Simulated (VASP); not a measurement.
# Pd3F7 (Cmmm) in VASP: relaxation of cell and atoms with PBE

Aim: the relaxation of cell and atoms of Pd3F7 with PBE.

Everything below comes from runs of VASP 6.6.1. Logs are shortened: lines on timing, memory, paths and dates and some standing lists are left out, and cuts for length are marked.

### 1 The cell of the first run

Symmetry: Cmmm, No. 65, orthorhombic system. Conventional cell: a = 5.842 Å, b = 13.603 Å, c = 4.057 Å, α = 90.00°, β = 90.00°, γ = 90.00°. Within 2.7 Å of Pd (site symmetry mmm) lie 6 F at 2.02 to 2.03 Å. Pd (site symmetry 2/m) has 4 F at 2.00 to 2.03 Å within 2.6 Å. Within 2.7 Å of F (site symmetry mmm) lie 2 Pd at 2.03 Å. Within 2.6 Å of F (site symmetry m) lie 2 Pd at 2.00 to 2.02 Å. Within 2.7 Å of F (site symmetry 2/m) lie 2 Pd at 2.03 Å.

### 2 Relaxation of cell and atoms, PBE

INCAR reads:

```
SYSTEM = Pd3F7
PREC     = Accurate       ! precision mode
ENCUT    = 600            ! plane-wave cutoff, eV
EDIFF    = 1E-7           ! SCF threshold, eV
ISMEAR   = 0              ! smearing method
SIGMA    = 0.1            ! smearing width, eV
LREAL    = .FALSE.        ! projectors in reciprocal space
LASPH    = .TRUE.         ! aspherical terms in the spheres
NELM     = 120            ! most SCF steps
ALGO     = Normal         ! electronic algorithm
ISIF     = 3              ! what is computed and relaxed
LWAVE    = .FALSE.        ! write WAVECAR
LCHARG   = .FALSE.        ! write CHGCAR
GGA      = PE             ! functional
IBRION   = 2              ! ionic algorithm
NSW      = 100            ! ionic steps
EDIFFG   = -0.01          ! ionic threshold
GGA_COMPAT= .FALSE.      
NELMIN   = 4            
KPAR     = 4
```

KPOINTS reads:

```
regular mesh
0
G
  8 8 10
  0 0 0
```

POSCAR reads:

```
Pd3F7
1.0
    2.9208291000     -6.8013081000      0.0000000000
    2.9208291000      6.8013081000      0.0000000000
    0.0000000000      0.0000000000      4.0568011000
Pd F
3 7
Direct
    0.0000000000      0.0000000000      0.0000000000
    0.5000000000      0.0000000000      0.0000000000
    0.0000000000      0.5000000000      0.0000000000
    0.0000000000      0.0000000000      0.5000000000
    0.3522320000      0.1462700000      0.0000000000
    0.6477680000      0.8537300000      0.0000000000
    0.1462700000      0.3522320000      0.0000000000
    0.8537300000      0.6477680000      0.0000000000
    0.5000000000      0.0000000000      0.5000000000
    0.0000000000      0.5000000000      0.5000000000
```

Potentials or basis: VASP PAW PBE potentials, release 64 (Pd, F).

On the command line:

```bash
$ cat potpaw_PBE.64/Pd/POTCAR potpaw_PBE.64/F/POTCAR > POTCAR
$ mpirun -np 4 vasp_std > vasp.out
```

OUTCAR:

```text
SYSTEM = Pd3F7
   PREC = Accurate
   ENCUT = 600
   EDIFF = 1E-7
   ISMEAR = 0
   LREAL = .FALSE.
   LASPH = .TRUE.
   NELM = 120
   ISIF = 3
   GGA = PE
   IBRION = 2
   NSW = 100
   EDIFFG = -0.01
   NELMIN = 4

 ion  position               nearest neighbor table
   1  0.000  0.000  0.000-   5 2.02   6 2.02   7 2.02   8 2.02   4 2.03   4 2.03
   2  0.500  0.000  0.000-   5 2.00   6 2.00   9 2.03   9 2.03   3 2.92   3 2.92
   3  0.000  0.500  0.000-   7 2.00   8 2.00  10 2.03  10 2.03   2 2.92   2 2.92
   4  0.000  0.000  0.500-   1 2.03   1 2.03
   5  0.352  0.146  0.000-   2 2.00   1 2.02
   6  0.648  0.854  0.000-   2 2.00   1 2.02
   7  0.146  0.352  0.000-   3 2.00   1 2.02
   8  0.854  0.648  0.000-   3 2.00   1 2.02
   9  0.500  0.000  0.500-   2 2.03   2 2.03
  10  0.000  0.500  0.500-   3 2.03   3 2.03

  LATTYP: Found a base centered orthorhombic cell.
 ALAT       =     5.8416582000
 B/A-ratio  =     2.3285539370
 C/A-ratio  =     0.6944605386

  Lattice vectors:

 A1 = (   2.9208291000,  -6.8013081000,   0.0000000000)
 A2 = (   2.9208291000,   6.8013081000,   0.0000000000)
 A3 = (   0.0000000000,   0.0000000000,   4.0568011000)

Analysis of symmetry for initial positions (statically):
=====================================================================
 Subroutine PRICEL returns:
 Original cell was already a primitive cell.

 Routine SETGRP: Setting up the symmetry group for a
 base centered orthorhombic supercell.

 Subroutine GETGRP returns: Found  8 space group operations
 (whereof  8 operations were pure point group operations)
 out of a pool of  8 trial point group operations.

The static configuration has the point symmetry D_2h.

Analysis of symmetry for dynamics (positions and initial velocities):
=====================================================================
 Subroutine PRICEL returns:
 Original cell was already a primitive cell.

 Routine SETGRP: Setting up the symmetry group for a
 base centered orthorhombic supercell.

 Subroutine GETGRP returns: Found  8 space group operations
 (whereof  8 operations were pure point group operations)
 out of a pool of  8 trial point group operations.

The dynamic configuration has the point symmetry D_2h.

 Subroutine INISYM returns: Found  8 space group operations
 (whereof  8 operations are pure point group operations),
 and found     1 'primitive' translations

----------------------------------------------------------------------------------------

                                     Primitive cell

  volume of cell :     161.1804

  direct lattice vectors                    reciprocal lattice vectors
     2.920829100 -6.801308100  0.000000000     0.171184271 -0.073515270  0.000000000
     2.920829100  6.801308100  0.000000000     0.171184271  0.073515270  0.000000000
     0.000000000  0.000000000  4.056801100     0.000000000  0.000000000  0.246499637

  length of vectors
     7.401961531  7.401961531  4.056801100     0.186302307  0.186302307  0.246499637

  position of ions in fractional coordinates (direct lattice)
     0.000000000  0.000000000  0.000000000
     0.500000000  1.000000000  0.000000000
     1.000000000  0.500000000  0.000000000
     0.000000000  0.000000000  0.500000000
     0.352232000  0.146270000  0.000000000
     0.647768000  0.853730000  0.000000000
     0.146270000  0.352232000  0.000000000
     0.853730000  0.647768000  0.000000000
     0.500000000  1.000000000  0.500000000
     1.000000000  0.500000000  0.500000000

  ion indices of the primitive-cell ions
   primitive index   ion index
                 1           1
                 2           2
                 3           3
                 4           4
                 5           5
                 6           6
                 7           7
                 8           8
                 9           9
                10          10

----------------------------------------------------------------------------------------

 KPOINTS: regular mesh

Automatic generation of k-mesh.
 Grid dimensions read from file:
 generate k-points for:    8    8   10

 Generating k-lattice:

  Cartesian coordinates                     Fractional coordinates (reciprocal lattice)
     0.021398034 -0.009189409  0.000000000     0.125000000 -0.000000000  0.000000000
     0.021398034  0.009189409  0.000000000    -0.000000000  0.125000000  0.000000000
     0.000000000  0.000000000  0.024649964     0.000000000  0.000000000  0.100000000

  Length of vectors
     0.023287788  0.023287788  0.024649964

  Shift w.r.t. Gamma in fractional coordinates (k-lattice)
     0.000000000  0.000000000  0.000000000

 Subroutine IBZKPT returns following result:
 ===========================================

 Found    126 irreducible k-points:

 Following reciprocal coordinates:
            Coordinates               Weight
  0.000000  0.000000  0.000000      1.000000
  0.125000  0.000000  0.000000      4.000000
  0.250000  0.000000  0.000000      4.000000
  0.375000 -0.000000  0.000000      4.000000
  0.500000  0.000000  0.000000      2.000000
  0.125000  0.125000  0.000000      2.000000
[... 16 lines left out ...]
  0.125000  0.000000  0.100000      8.000000
  0.250000  0.000000  0.100000      8.000000
 [... further k-points ...]
   k-points           NKPTS =    126   k-points in BZ     NKDIM =    126   number of bands    NBANDS=     47
   number of dos      NEDOS =    301   number of ions     NIONS =     10
   total plane-waves  NPLWV = 115200
   dimension x,y,z NGX =    60 NGY =   60 NGZ =   32
   dimension x,y,z NGXF=   120 NGYF=  120 NGZF=   64
   ions per type =               3   7
   NGX,Y,Z   is equivalent  to a cutoff of  13.48, 13.48, 13.11 a.u.
   NGXF,Y,Z  is equivalent  to a cutoff of  26.95, 26.95, 26.23 a.u.
 SYSTEM =  Pd3F7
   PREC   = accura    normal or accurate (medium, high low for compatibility)
   ISTART =      0    job   : 0-new  1-cont  2-samecut
   ICHARG =      2    charge: 1-file 2-atom 10-const
   ISPIN  =      1    spin polarized calculation?
   LNONCOLLINEAR =      F non collinear calculations
   LSORBIT =      F    spin-orbit coupling
   LASPH  =      T    aspherical Exc in radial PAW
   ENCUT  =  600.0 eV  44.10 Ry    6.64 a.u.  14.78 14.78  8.10*2*pi/ulx,y,z
   NELM   =    120;   NELMIN=  4; NELMDL= -5     # of ELM steps
   EDIFF  = 0.1E-06   stopping-criterion for ELM
   LREAL  =      F    real-space projection
   EDIFFG = -.1E-01   stopping-criterion for IOM
   NSW    =    100    number of steps for IOM
   IBRION =      2    ionic relax: 0-MD 1-quasi-New 2-CG
   NFREE  =      1    steps in history (QN), initial steepest desc. (CG)
   ISIF   =      3    stress and relaxation
   ISYM   =      2    0-nonsym 1-usesym 2-fastsym
   POTIM  = 0.5000    time-step for ionic-motion
   TEBEG  =    0.0;   TEEND  =   0.0 temperature during run
   PSTRESS=    0.0 pullay stress
   NELECT =      79.0000    total number of electrons
   NUPDOWN=      -1.0000    fix difference up-down
   EMIN   =  10.00;   EMAX   =-10.00  energy-range for DOS
   EFERMI =   0.00;   METHOD = LEGACY
   ISMEAR =     0;   SIGMA  =   0.10  broadening in eV -4-tet -1-fermi 0-gaus
   EFERMI_NEDOS =   21; number of points for ismear=-14 and -15
   IALGO  =     38    algorithm
   IMIX   =      4    mixing-type and parameters
     AMIX     =   0.40;   BMIX     =  1.00
     AMIX_MAG =   1.60;   BMIX_MAG =  1.00
  volume/ion in A,a.u.               =      16.12       108.77
  Fermi-wavevector in a.u.,A,eV,Ry     =   1.290763  2.439188 22.668238  1.666068
  Thomas-Fermi vector in A             =   2.422574
   LORBIT       =      0    0 simple, 1 ext, 2 COOP (PROOUT), +10 PAW based schemes
   GGA     = PE    functional components
   LHFCALC =     F    Hartree Fock is set to
   AEXX    =    0.0000 exact exchange contribution
   IVDW    =     0    specifies the selected vdW correction
   LEPSILON=     F    determine dielectric tensor
   LRPA    =     F    only Hartree local field effects (RPA)
 conjugate gradient relaxation of ions
 non-spin polarized calculation
 Gauss-broadening in eV      SIGMA  =   0.10
  energy-cutoff  :      600.00
  volume of cell :      161.18
 maximum number of plane-waves:      5420
   NGX = 29   NGY = 29   NGZ = 17

--------------------------------------- Ionic step        1  -------------------------------------------

 number of electron      79.0000024 magnetization

 Free energy of the ion-electron system (eV)
  ---------------------------------------------------
  ext. energy  EPLUGINS =         0.00000000
  ---------------------------------------------------
  free energy    TOTEN  =       -40.17161037 eV

  energy without entropy =      -40.14059978  energy(sigma->0) =      -40.15610507

------------------------ aborting loop because EDIFF is reached ----------------------------------------

  FORCE on cell =-STRESS in cart. coord.  units (eV):
  Direction    XX          YY          ZZ          XY          YZ          ZX
  --------------------------------------------------------------------------------------
  -------------------------------------------------------------------------------------
  Total       -0.3107521     -0.0755123     -0.2713686      0.0000000      0.0000000      0.0000000
  in kB       -3.0889605     -0.7506132     -2.6974780      0.0000000      0.0000000      0.0000000
  external PRESSURE =      -2.1790172 kB  Pullay stress =       0.0000000 kB
[... 113 lines left out ...]
  FREE ENERGIE OF THE ION-ELECTRON SYSTEM (eV)
  ---------------------------------------------------
  free  energy   TOTEN  =       -40.1720847255 eV

  energy  without entropy=      -40.1413182402  energy(sigma->0) =      -40.15670148

[... ionic steps 4 to 7 ...]

--------------------------------------- Ionic step        8  -------------------------------------------

 number of electron      79.0000024 magnetization

------------------------ aborting loop because EDIFF is reached ----------------------------------------

  FORCE on cell =-STRESS in cart. coord.  units (eV):
  Direction    XX          YY          ZZ          XY          YZ          ZX
  --------------------------------------------------------------------------------------
  -------------------------------------------------------------------------------------
  Total        0.0768932     -0.0046050     -0.0609267      0.0000000      0.0000000      0.0000000
  in kB        0.7717682     -0.0462202     -0.6115148      0.0000000      0.0000000      0.0000000
  external PRESSURE =       0.0380111 kB  Pullay stress =       0.0000000 kB
[... 73 lines left out ...]
  energy  without entropy=      -40.1424006724  energy(sigma->0) =      -40.15792591

--------------------------------------- Ionic step       10  -------------------------------------------

 number of electron      79.0000023 magnetization

 Free energy of the ion-electron system (eV)
  ---------------------------------------------------
  ext. energy  EPLUGINS =         0.00000000
  ---------------------------------------------------
  free energy    TOTEN  =       -40.17347329 eV

  energy without entropy =      -40.14238652  energy(sigma->0) =      -40.15792990

 E-fermi :   0.3611     XC(G=0):  -8.8968

 val. band max:        0.3589692096   @ k =   0.5000   0.3750   0.2000
 cond. band min:       0.3737391721   @ k =   0.0000   0.0000   0.0000
 fundamental gap:      0.0147699625
 Fermi energy:         0.3610789865

 k-point     1 :       0.0000    0.0000    0.0000
  band No.  band energies     occupation
      1     -22.7638      2.00000
      2     -22.5217      2.00000
      3     -22.3986      2.00000
      4     -22.3345      2.00000
      5     -22.0791      2.00000
      6     -21.9434      2.00000
[... 1189 lines left out ...]
     46       8.0881      0.00000
     47       9.3863      0.00000

 [... further k-points ...]
[... 5 lines left out ...]
  --------------------------------------------------------------------------------------
  -------------------------------------------------------------------------------------
  Total        0.0169384     -0.0134621      0.0368480      0.0000000      0.0000000      0.0000000
  in kB        0.1700455     -0.1351467      0.3699185      0.0000000      0.0000000      0.0000000
  external PRESSURE =       0.1349391 kB  Pullay stress =       0.0000000 kB
[... 25 lines left out ...]
  FREE ENERGIE OF THE ION-ELECTRON SYSTEM (eV)
  ---------------------------------------------------
  free  energy   TOTEN  =       -40.1734732866 eV

  energy  without entropy=      -40.1423865155  energy(sigma->0) =      -40.15792990

 reached required accuracy - stopping structural energy minimisation
```

Run time: 20 min. Hardware: 4 MPI ranks of Intel Xeon 6975P-C (Granite Rapids), shared host; peak memory 0.98 GiB.

What came out:

```
Free energy                            : -40.1735 eV
Relaxed volume                         : 15.96 Å³/atom
Relaxed cell                           : a = 7.397 Å, b = 7.397 Å, c = 4.054 Å, α = 90.00°, β = 90.00°, γ = 133.99°
Space group after relaxing (to 0.05 Å) : Cmmm (No. 65)
Energy gained by relaxing              : 0.2 meV/atom
Ionic steps                            : 10
Pressure after relaxing                : 0.0 GPa
Largest force after relaxing           : 0.008 eV/Å
```

Forces in eV/Å, atoms in the order of the input:
```
Pd   0.000  0.000  0.000
Pd   0.000  0.000  0.000
Pd   0.000  0.000  0.000
F    0.000  0.000  0.000
F    0.004  0.007  0.000
F   -0.004 -0.007  0.000
F    0.004 -0.007  0.000
F   -0.004  0.007  0.000
F    0.000  0.000  0.000
F    0.000  0.000  0.000
```

The path:
```
step  energy change (eV)  largest force (eV/Å)  pressure (GPa)  volume (Å³)
   1              0.0000                0.0109           -0.22       161.18
   2             -0.0005                0.0237            0.04       160.67
   3             -0.0005                0.0250            0.06       160.62
   4             -0.0009                0.0237            0.03       160.45
   5             -0.0014                0.0369           -0.04       159.99
   6             -0.0017                0.0227           -0.01       159.77
   7             -0.0018                0.0168            0.01       159.59
   8             -0.0018                0.0173            0.00       159.63
   9             -0.0018                0.0100            0.01       159.61
  10             -0.0019                0.0075            0.01       159.59
```

Final structure:
```
Pd F
1.0
     2.89104   -6.80858    0.00000
     2.89104    6.80858    0.00000
     0.00000    0.00000    4.05395
Pd F
3 7
Direct
  0.00000 0.00000 0.00000
  0.50000 0.00000 0.00000
  0.00000 0.50000 0.00000
  0.00000 0.00000 0.50000
  0.35430 0.14811 0.00000
  0.64570 0.85189 0.00000
  0.14811 0.35430 0.00000
  0.85189 0.64570 0.00000
  0.50000 0.00000 0.50000
  0.00000 0.50000 0.50000
```

Caveat: an odd number of electrons without spin polarisation forces a metal; a magnetic or distorted state may lie lower.
